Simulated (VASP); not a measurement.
Here is a VASP 6.6.1 calculation.

Contents of INCAR:

```
SYSTEM = Ca2SiN2
ALGO = Normal
EDIFF = 1E-7
EDIFFG = -0.04
ENCUT = 600
GGA = PE
GGA_COMPAT = .FALSE.
IBRION = 2
ISIF = 3
ISMEAR = 0
LASPH = .TRUE.
LCHARG = .FALSE.
LREAL = .FALSE.
LWAVE = .FALSE.
NELM = 120
NELMIN = 4
NSW = 90
PREC = Accurate
SIGMA = 0.1
```

File KPOINTS:

```
k-points
0
G
  6 6 4
  0 0 0
```

Contents of POSCAR:

```
Ca2SiN2
1.0
    4.5035534300      0.0000000000      0.0000000000
   -2.2517767200      3.9001916800      0.0000000000
    0.0000000000      0.0000000000      5.0127691100
Ca Si N
2 1 2
Direct
    0.3333333300      0.6666666700      0.5000000000
    0.6666666700      0.3333333300      0.5000000000
    0.0000000000      0.0000000000      0.5000000000
    0.0000000000      0.0000000000      0.1174480600
    0.0000000000      0.0000000000      0.8825519400
```

Potentials or basis: VASP PAW PBE potentials, release 64 (Ca_sv, Si, N).

Launch:

```console
$ cat potpaw_PBE.64/Ca_sv/POTCAR potpaw_PBE.64/Si/POTCAR potpaw_PBE.64/N/POTCAR > POTCAR
$ mpirun -np 1 vasp_std > vasp.out
```

Question: What does it give for the space group after relaxing (to 0.1 Å)?

Answer: P6/mmm (No. 191).

Question: Estimate the band gap on the k mesh.

Answer: Zero (bands 17 and 18 overlap by 0.96 eV).

Final structure:
```cif
data_structure
_symmetry_space_group_name_H-M 'P 1'
_symmetry_Int_Tables_number 1
_cell_length_a 5.4688
_cell_length_b 5.4688
_cell_length_c 5.1239
_cell_angle_alpha 90.000
_cell_angle_beta 90.000
_cell_angle_gamma 120.000
_cell_volume 132.71
loop_
_atom_site_label
_atom_site_type_symbol
_atom_site_fract_x
_atom_site_fract_y
_atom_site_fract_z
_atom_site_occupancy
Ca1 Ca 0.33333 0.66667 0.50000 1
Ca2 Ca 0.66667 0.33333 0.50000 1
Si1 Si 0.00000 0.00000 0.50000 1
N1 N 0.00000 0.00000 0.11610 1
N2 N 0.00000 0.00000 0.88390 1
```

Caveat: the standard files for N, O and F lose accuracy on very short bonds.
